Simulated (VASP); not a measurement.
# SiGe (P6_3mc) in VASP: notebook, part 2 of 3

VASP 6.6.1. Earlier steps stand in the parts before.

**3. Single point, PBEsol (strain +0.1312 x Voigt [0, 0, 1, 0, 0, 0])**

Input file INCAR:

```
PREC     = Accurate       # precision mode
ENCUT    = 520            # plane-wave cutoff, eV
EDIFF    = 1E-6           # SCF threshold, eV
ISMEAR   = 0              # smearing method
SIGMA    = 0.03           # smearing width, eV
LREAL    = False          # projectors in reciprocal space
LASPH    = True           # aspherical terms in the spheres
NELM     = 100            # most SCF steps
ALGO     = Normal         # electronic algorithm
ISIF     = 2              # what is computed and relaxed
LWAVE    = False          # write WAVECAR
LCHARG   = True           # write CHGCAR
GGA      = PS             # functional
LELF     = True           # ELF
LVHAR    = True         
NBANDS   = 26             # bands
```

Input file KPOINTS:

```
Automatic mesh
0
Gamma
  12 12 6
```

Input file POSCAR:

```
SiGe
1.0
    3.9005968931      0.0000000000      0.0000000000
   -1.9502984466      3.3780159994      0.0000000000
    0.0000000000      0.0000000000      7.2887659038
Si Ge
2 2
Direct
    0.6666666667      0.3333333333      0.8745463420
    0.3333333333      0.6666666667      0.3745463420
    0.6666666667      0.3333333333      0.5004526580
    0.3333333333      0.6666666667      0.0004526580
```

Potentials or basis: VASP PAW PBE potentials, release 64 (Si, Ge_d).

Run with:

```console
cat potpaw_PBE.64/Si/POTCAR potpaw_PBE.64/Ge_d/POTCAR > POTCAR
mpirun -np 1 vasp_std > vasp.out
```

OUTCAR:

```text
PREC = Accurate
   ENCUT = 520
   EDIFF = 1E-6
   ISMEAR = 0
   LREAL = False
   LASPH = True
   NELM = 100
   ISIF = 2
   GGA = PS

 ion  position               nearest neighbor table
   1  0.667  0.333  0.875-   4 2.43   4 2.43   4 2.43   3 2.73
   2  0.333  0.667  0.375-   3 2.43   3 2.43   3 2.43   4 2.73
   3  0.667  0.333  0.500-   2 2.43   2 2.43   2 2.43   1 2.73
   4  0.333  0.667  0.000-   1 2.43   1 2.43   1 2.43   2 2.73

  LATTYP: Found a hexagonal cell.
 ALAT       =     3.9005968931
 C/A-ratio  =     1.8686283417

  Lattice vectors:

 A1 = (   3.9005968931,   0.0000000000,   0.0000000000)
 A2 = (  -1.9502984466,   3.3780159994,   0.0000000000)
 A3 = (   0.0000000000,   0.0000000000,   7.2887659038)

Analysis of symmetry for initial positions (statically):
=====================================================================
 Subroutine PRICEL returns:
 Original cell was already a primitive cell.

 Routine SETGRP: Setting up the symmetry group for a
 hexagonal supercell.

 Subroutine GETGRP returns: Found 12 space group operations
 (whereof  6 operations were pure point group operations)
 out of a pool of 24 trial point group operations.

The static configuration has the point symmetry C_3v.
 The point group associated with its full space group is C_6v.

Analysis of symmetry for dynamics (positions and initial velocities):
=====================================================================
 Subroutine PRICEL returns:
 Original cell was already a primitive cell.

 Routine SETGRP: Setting up the symmetry group for a
 hexagonal supercell.

 Subroutine GETGRP returns: Found 12 space group operations
 (whereof  6 operations were pure point group operations)
 out of a pool of 24 trial point group operations.

The dynamic configuration has the point symmetry C_3v.
 The point group associated with its full space group is C_6v.

[... 119 lines left out ...]
   IALGO  =     38    algorithm
   IMIX   =      4    mixing-type and parameters
     AMIX     =   0.40;   BMIX     =  1.00
     AMIX_MAG =   1.60;   BMIX_MAG =  1.00
  volume/ion in A,a.u.               =      24.01       162.03
  Fermi-wavevector in a.u.,A,eV,Ry     =   1.180393  2.230620 18.957383  1.393328
  Thomas-Fermi vector in A             =   2.316686
   LORBIT       =      0    0 simple, 1 ext, 2 COOP (PROOUT), +10 PAW based schemes
   GGA     = PS    functional components
   LHFCALC =     F    Hartree Fock is set to
   AEXX    =    0.0000 exact exchange contribution
   IVDW    =     0    specifies the selected vdW correction
   LEPSILON=     F    determine dielectric tensor
   LRPA    =     F    only Hartree local field effects (RPA)
 non-spin polarized calculation
 Gauss-broadening in eV      SIGMA  =   0.03
  energy-cutoff  :      520.00
  volume of cell :       96.04
 maximum number of plane-waves:      2637
 NGX is ok and might be reduce to    30
   NGX = 15   NGY = 15   NGZ = 27

 number of electron      35.9999965 magnetization

 Free energy of the ion-electron system (eV)
  ---------------------------------------------------
  ext. energy  EPLUGINS =         0.00000000
  ---------------------------------------------------
  free energy    TOTEN  =       -20.58897050 eV

  energy without entropy =      -20.58878252  energy(sigma->0) =      -20.58887651

 E-fermi :   4.3432     XC(G=0):  -9.3618

 val. band max:        4.3294626021   @ k =   0.0000   0.0000   0.1667
 cond. band min:       4.3537825135   @ k =   0.0833  -0.0000   0.0000
 fundamental gap:      0.0243199114
 Fermi energy:         4.3431724248

 k-point     1 :       0.0000    0.0000    0.0000
  band No.  band energies     occupation
      1     -20.0912      2.00000
      2     -20.0902      2.00000
      3     -20.0839      2.00000
      4     -20.0839      2.00000
      5     -20.0822      2.00000
      6     -20.0822      2.00000
[... 685 lines left out ...]
     25      11.1209      0.00000
     26      11.3032      0.00000

 [... further k-points ...]

------------------------ aborting loop because EDIFF is reached ----------------------------------------

  FORCE on cell =-STRESS in cart. coord.  units (eV):
  Direction    XX          YY          ZZ          XY          YZ          ZX
  --------------------------------------------------------------------------------------
  -------------------------------------------------------------------------------------
  Total       -0.7916541     -0.7916541     -9.3793806      0.0000000      0.0000000      0.0000000
  in kB      -13.2068504    -13.2068504   -156.4724797      0.0000000      0.0000000      0.0000000
  external PRESSURE =     -60.9620602 kB  Pullay stress =       0.0000000 kB

 VOLUME and BASIS-vectors are now :
 -----------------------------------------------------------------------------
  energy-cutoff  :      520.00
  volume of cell :       96.04
      direct lattice vectors                 reciprocal lattice vectors
     3.900596893  0.000000000  0.000000000     0.256371019  0.148015877  0.000000000
    -1.950298447  3.378015999  0.000000000     0.000000000  0.296031754  0.000000000
     0.000000000  0.000000000  7.288765904     0.000000000  0.000000000  0.137197437

 POSITION                                       TOTAL-FORCE (eV/Angst)
 -----------------------------------------------------------------------------------
      1.95030      1.12601      6.37436         0.000000      0.000000     -0.258908
     -0.00000      2.25201      2.72998        -0.000000     -0.000000     -0.258908
      1.95030      1.12601      3.64768         0.000000      0.000000      0.258908
     -0.00000      2.25201      0.00330        -0.000000      0.000000      0.258908
 -----------------------------------------------------------------------------------
    total drift:                               -0.000000     -0.000000     -0.000276

  FREE ENERGIE OF THE ION-ELECTRON SYSTEM (eV)
  ---------------------------------------------------
  free  energy   TOTEN  =       -20.5889705017 eV

  energy  without entropy=      -20.5887825219  energy(sigma->0) =      -20.58887651
```

Run time: 1.7 min. Hardware: 1 thread of Intel Xeon Platinum 8559C (Emerald Rapids), shared host; peak memory 0.31 GiB.

What came out:

| Item | Value |
| --- | --- |
| Free energy | -20.5890 eV |
| Pressure | -6.1 GPa |
| Largest force | 0.259 eV/Å |
| Band gap on the k mesh | zero (band 18 reaches 4.41 eV, above the bottom of band 19 at 4.35 eV) |

Forces in eV/Å, atoms in the order of the input:
```
Si   0.000  0.000 -0.259
Si   0.000  0.000 -0.259
Ge   0.000  0.000  0.259
Ge   0.000  0.000  0.259
```

Caveat: the cell differs from its parent crystal (strain +0.1312 x Voigt [0, 0, 1, 0, 0, 0]); the PAW data sets were made with another functional, which shifts forces and pressure a little.

**4. Single point, PBEsol (strain +0.1500 x Voigt [0, 0, 1, 0, 0, 0])**

Input file INCAR:

```
  PREC = Accurate
  ENCUT = 520
  EDIFF = 1E-6
  ISMEAR = 0
  SIGMA = 0.03
  LREAL = False
  LASPH = True
  NELM = 80
  ALGO = Normal
  ISIF = 2
  LWAVE = False
  LCHARG = False
  GGA = PS
  NBANDS = 26
```

Input file KPOINTS:

```
regular mesh
0
Gamma
  12 12 6
```

POSCAR, as its differences from that of step 3:

```diff
@@ -4,3 +4,3 @@
    -1.9502984466      3.3780159994      0.0000000000
-    0.0000000000      0.0000000000      7.2887659038
+    0.0000000000      0.0000000000      7.4099016879
 Si Ge
```

Run with:

```console
cat potpaw_PBE.64/Si/POTCAR potpaw_PBE.64/Ge_d/POTCAR > POTCAR
mpirun -np 1 vasp_std > vasp.out
```

Wall time 87 s (1 thread of Intel Xeon Platinum 8559C (Emerald Rapids), shared host); peak memory 0.32 GiB.

Results (log left out):

```
Free energy            : -20.4297 eV
Pressure               : -6.5 GPa
Largest force          : 0.194 eV/Å
Band gap on the k mesh : zero (band 18 reaches 4.27 eV, above the bottom of band 19 at 4.11 eV)
```

Forces on the atoms (eV/Å):
```
Si   0.000  0.000 -0.194
Si   0.000  0.000 -0.194
Ge   0.000  0.000  0.194
Ge   0.000  0.000  0.194
```

Stress tensor (GPa, compression positive):
```
 -1.55   0.00   0.00
  0.00  -1.55   0.00
  0.00   0.00 -16.33
```

Levels at points of the mesh, in eV from the Fermi level:
| k point | band 16 | band 17 | band 18 | band 19 | band 20 | band 21 |
| --- | --- | --- | --- | --- | --- | --- |
| (0.00, 0.00, 0.00) | -0.64 | -0.42 | 0.16 | 0.16 | 1.40 | 2.52 |
| (0.50, 0.00, 0.00) | -2.24 | -2.22 | -1.39 | 1.06 | 1.14 | 2.83 |
| (0.00, 0.00, 0.50) | -0.30 | -0.30 | -0.30 | 1.84 | 1.84 | 3.51 |
| (0.50, 0.00, 0.50) | -2.43 | -1.87 | -1.87 | 0.36 | 0.36 | 1.97 |

Caveat: the cell differs from its parent crystal (strain +0.1500 x Voigt [0, 0, 1, 0, 0, 0]); the PAW data sets were made with another functional, which shifts forces and pressure a little.

**5. Single point, PBEsol (strain -0.0375 x Voigt [0, 0, 1, 0, 0, 0])**

Input file INCAR:

```
SYSTEM = SiGe
PREC = Accurate ; ENCUT = 520
EDIFF = 1E-6 ; ISMEAR = 0
SIGMA = 0.03 ; LREAL = .False.
LASPH = .True. ; NELM = 100
ALGO = Normal ; ISIF = 2
LWAVE = .False. ; LCHARG = .True.
GGA = PS ; LELF = .True.
LVHAR = .True. ; NBANDS = 26
```

Input file KPOINTS:

```
Automatic mesh
0
Gamma
  12 12 6
  0 0 0
```

POSCAR, as its differences from that of step 4:

```diff
@@ -4,3 +4,3 @@
    -1.9502984466      3.3780159994      0.0000000000
-    0.0000000000      0.0000000000      7.4099016879
+    0.0000000000      0.0000000000      6.2017655431
 Si Ge
```

Potentials or basis: VASP PAW PBE potentials, release 64 (Si, Ge_d).

Run with:

```console
cat potpaw_PBE.64/Si/POTCAR potpaw_PBE.64/Ge_d/POTCAR > POTCAR
mpirun -np 1 vasp_std > vasp.out
```

OUTCAR:

```text
SYSTEM = SiGe
   PREC = Accurate
   ENCUT = 520
   EDIFF = 1E-6
   ISMEAR = 0
   LREAL = .False.
   LASPH = .True.
   NELM = 100
   ISIF = 2
   GGA = PS

 ion  position               nearest neighbor table
   1  0.667  0.333  0.875-   3 2.32   4 2.38   4 2.38   4 2.38
   2  0.333  0.667  0.375-   4 2.32   3 2.38   3 2.38   3 2.38
   3  0.667  0.333  0.500-   1 2.32   2 2.38   2 2.38   2 2.38
   4  0.333  0.667  0.000-   2 2.32   1 2.38   1 2.38   1 2.38

  LATTYP: Found a hexagonal cell.
 ALAT       =     3.9005968931
 C/A-ratio  =     1.5899529516

  Lattice vectors:

 A1 = (   3.9005968931,   0.0000000000,   0.0000000000)
 A2 = (  -1.9502984466,   3.3780159994,   0.0000000000)
 A3 = (   0.0000000000,   0.0000000000,   6.2017655431)

Analysis of symmetry for initial positions (statically):
=====================================================================
 Subroutine PRICEL returns:
 Original cell was already a primitive cell.

 Routine SETGRP: Setting up the symmetry group for a
 hexagonal supercell.

 Subroutine GETGRP returns: Found 12 space group operations
 (whereof  6 operations were pure point group operations)
 out of a pool of 24 trial point group operations.

The static configuration has the point symmetry C_3v.
 The point group associated with its full space group is C_6v.

Analysis of symmetry for dynamics (positions and initial velocities):
=====================================================================
 Subroutine PRICEL returns:
 Original cell was already a primitive cell.

 Routine SETGRP: Setting up the symmetry group for a
 hexagonal supercell.

 Subroutine GETGRP returns: Found 12 space group operations
 (whereof  6 operations were pure point group operations)
 out of a pool of 24 trial point group operations.

The dynamic configuration has the point symmetry C_3v.
[... 116 lines left out ...]
   NUPDOWN=      -1.0000    fix difference up-down
   EMIN   =  10.00;   EMAX   =-10.00  energy-range for DOS
   EFERMI =   0.00;   METHOD = LEGACY
   ISMEAR =     0;   SIGMA  =   0.03  broadening in eV -4-tet -1-fermi 0-gaus
   EFERMI_NEDOS =   21; number of points for ismear=-14 and -15
   IALGO  =     38    algorithm
   IMIX   =      4    mixing-type and parameters
     AMIX     =   0.40;   BMIX     =  1.00
     AMIX_MAG =   1.60;   BMIX_MAG =  1.00
  volume/ion in A,a.u.               =      20.43       137.86
  Fermi-wavevector in a.u.,A,eV,Ry     =   1.245679  2.353993 21.112395  1.551717
  Thomas-Fermi vector in A             =   2.379891
   LORBIT       =      0    0 simple, 1 ext, 2 COOP (PROOUT), +10 PAW based schemes
   GGA     = PS    functional components
   LHFCALC =     F    Hartree Fock is set to
   AEXX    =    0.0000 exact exchange contribution
   IVDW    =     0    specifies the selected vdW correction
   LEPSILON=     F    determine dielectric tensor
   LRPA    =     F    only Hartree local field effects (RPA)
 non-spin polarized calculation
 Gauss-broadening in eV      SIGMA  =   0.03
  energy-cutoff  :      520.00
  volume of cell :       81.72
 maximum number of plane-waves:      2243
 NGX is ok and might be reduce to    30
   NGX = 15   NGY = 15   NGZ = 23

 number of electron      36.0000011 magnetization

 Free energy of the ion-electron system (eV)
  ---------------------------------------------------
  ext. energy  EPLUGINS =         0.00000000
  ---------------------------------------------------
  free energy    TOTEN  =       -21.16901357 eV

  energy without entropy =      -21.16900508  energy(sigma->0) =      -21.16900933

 E-fermi :   6.0166     XC(G=0): -10.0431

 val. band max:        5.9713977682   @ k =   0.0000   0.0000   0.0000
 cond. band min:       6.0654431641   @ k =   0.0000   0.0000   0.0000
 fundamental gap:      0.0940453959
 Fermi energy:         6.0165899778

 k-point     1 :       0.0000    0.0000    0.0000
  band No.  band energies     occupation
      1     -18.6089      2.00000
      2     -18.6077      2.00000
      3     -18.6005      2.00000
      4     -18.6005      2.00000
      5     -18.5970      2.00000
      6     -18.5970      2.00000
[... 685 lines left out ...]
     25      12.9363      0.00000
     26      13.3451      0.00000

 [... further k-points ...]
[... 5 lines left out ...]
  --------------------------------------------------------------------------------------
  -------------------------------------------------------------------------------------
  Total        0.2469248      0.2469248      5.0129262     -0.0000000      0.0000000      0.0000000
  in kB        4.8413569      4.8413569     98.2864795     -0.0000000      0.0000000      0.0000000
  external PRESSURE =      35.9897311 kB  Pullay stress =       0.0000000 kB

 VOLUME and BASIS-vectors are now :
 -----------------------------------------------------------------------------
  energy-cutoff  :      520.00
  volume of cell :       81.72
      direct lattice vectors                 reciprocal lattice vectors
     3.900596893  0.000000000  0.000000000     0.256371019  0.148015877  0.000000000
    -1.950298447  3.378015999  0.000000000     0.000000000  0.296031754  0.000000000
     0.000000000  0.000000000  6.201765543     0.000000000  0.000000000  0.161244406

 POSITION                                       TOTAL-FORCE (eV/Angst)
 -----------------------------------------------------------------------------------
      1.95030      1.12601      5.42373         0.000000      0.000000      0.486791
     -0.00000      2.25201      2.32285        -0.000000      0.000000      0.486791
      1.95030      1.12601      3.10369         0.000000      0.000000     -0.486791
     -0.00000      2.25201      0.00281        -0.000000      0.000000     -0.486791
 -----------------------------------------------------------------------------------
    total drift:                                0.000000      0.000000     -0.000937

  FREE ENERGIE OF THE ION-ELECTRON SYSTEM (eV)
  ---------------------------------------------------
  free  energy   TOTEN  =       -21.1690135662 eV

  energy  without entropy=      -21.1690050842  energy(sigma->0) =      -21.16900933
```

It took 1.9 min on 1 thread of Intel Xeon Platinum 8259CL at 2.50GHz (Skylake/Cascade Lake), shared host; peak memory 0.28 GiB.

Results:

| Quantity | Value |
| --- | --- |
| Free energy | -21.1690 eV |
| Pressure | 3.6 GPa |
| Largest force | 0.487 eV/Å |
| Band gap on the k mesh | 0.09 eV, direct |

Forces in eV/Å, atoms in the order of the input:
```
Si   0.000  0.000  0.487
Si   0.000  0.000  0.487
Ge   0.000  0.000 -0.487
Ge   0.000  0.000 -0.487
```

Stress tensor (GPa, compression positive):
```
0.48 0.00 0.00
0.00 0.48 0.00
0.00 0.00 9.83
```

Levels at points of the mesh, in eV from the valence-band top:
```csv
k point,band 16,band 17,band 18,band 19,band 20,band 21
"(0.00, 0.00, 0.00)",-0.31,0.00,0.00,0.09,1.78,1.78
"(0.50, 0.00, 0.00)",-3.47,-3.27,-1.52,0.10,2.11,3.11
"(0.00, 0.00, 0.50)",-1.17,-1.17,-1.17,1.02,1.02,2.95
"(0.50, 0.00, 0.50)",-2.72,-2.59,-2.59,0.63,0.63,1.85
```

Caveat: the cell differs from its parent crystal (strain -0.0375 x Voigt [0, 0, 1, 0, 0, 0]); the PAW data sets were made with another functional, which shifts forces and pressure a little.

[end of part 2 of 3]
